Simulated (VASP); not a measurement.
Runs of VASP 6.6.1 on SiC (Moissanite 3C). The structure is that of space group F-43m (No. 216), or close to it. The cells are those of the table. 

```csv
cell,gap on the mesh (eV),pressure (GPa)
"a = 3.055 Å, angles 60.0°, 2 atoms",(c),9.3
"a = 2.826 Å, angles 60.0°, 2 atoms",1.07,(d)
"a = 3.097 Å, angles 60.0°, 2 atoms",1.37,0.0
"a = 2.776 Å, angles 60.0°, 2 atoms",1.00,130.0
"a = 2.922 Å, angles 60.0°, 2 atoms",1.19,51.7
"a = 3.012 Å, angles 60.0°, 2 atoms",1.29,20.8
"a = 2.968 Å, angles 60.0°, 2 atoms",1.24,34.7
"a = 3.138 Å, angles 60.0°, 2 atoms",(a),(b)
```

Alike in all rows: task single point; level PBE; potentials or basis VASP PAW PBE potentials, release 64 (Si, C); no spin polarisation; k mesh 18 × 18 × 18; cutoff (eV) 520; smearing gaussian 0.05 eV.

Problem. Fill in the values left out.

Solution. (a) 1.41; (b) -7.7; (c) 1.33; (d) 98.2.

A k mesh can miss the band edges.
